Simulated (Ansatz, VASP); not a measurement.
One calculation of BP, two programs

The input INCAR:

```
SYSTEM = BP
ALGO     = Normal         ! electronic algorithm
EDIFF    = 1E-7           ! SCF threshold, eV
EDIFFG   = -0.005         ! ionic threshold
ENCUT    = 600            ! plane-wave cutoff, eV
GGA      = RP             ! functional
IBRION   = 2              ! ionic algorithm
ISIF     = 3              ! what is computed and relaxed
ISMEAR   = -1             ! smearing method
LASPH    = .TRUE.         ! aspherical terms in the spheres
LCHARG   = .FALSE.        ! write CHGCAR
LREAL    = .FALSE.        ! projectors in reciprocal space
LWAVE    = .FALSE.        ! write WAVECAR
NELM     = 60             ! most SCF steps
NSW      = 80             ! ionic steps
PREC     = Accurate       ! precision mode
SIGMA    = 0.05           ! smearing width, eV
```

File KPOINTS:

```
k-points
0
G
  10 10 10
  0 0 0
```

Contents of POSCAR:

```
BP
1.0
    0.0000000000      2.2690000000      2.2690000000
    2.2690000000      0.0000000000      2.2690000000
    2.2690000000      2.2690000000      0.0000000000
P B
1 1
Direct
    0.7500000000      0.7500000000      0.7500000000
    0.0000000000      0.0000000000      0.0000000000
```

File input.yaml:

```yaml
crystal:
  lattice:
    - [0.0, 2.269, 2.269]
    - [2.269, 0.0, 2.269]
    - [2.269, 2.269, 0.0]
  atoms:
    - { symbol: P, position: [0.75, 0.75, 0.75] }
    - { symbol: B, position: [0.0, 0.0, 0.0] }
kpoints:
  mp_grid: { grid: [10, 10, 10] }
scf:
  occupations: { method: fermi_dirac, width: 0.05 }
hamiltonian:
  xc: rpbe
  pseudopotentials: { kind: all_electron, lapw: { basis_error: 0.001 } }
output:
  forces: true
  stress: true
relax:
  f_tol: 0.005
  max_steps: 60
  cell: {}
```

Alike in both runs: task relaxation of cell and atoms; functional RPBE; k mesh 10 × 10 × 10; occupations fermi-dirac, width 0.05 eV; no spin polarisation.

|  | VASP | Ansatz |
| --- | --- | --- |
| version | VASP 6.6.1 | Ansatz 0.2.0 |
| potentials or method | VASP PAW PBE potentials, release 64 (P, B), cutoff 600 eV | all-electron LAPW, scalar-relativistic |

```tsv
	VASP	Ansatz	Ansatz less VASP
relaxed volume (Å³/atom)	11.94	11.97	+0.030
relaxed cell length with the largest relative difference (Å)	3.232	3.235	+0.0027
```

VASP's potentials were made for PBE, not for RPBE. Ansatz ran all-electron here, and VASP with PAW potentials.
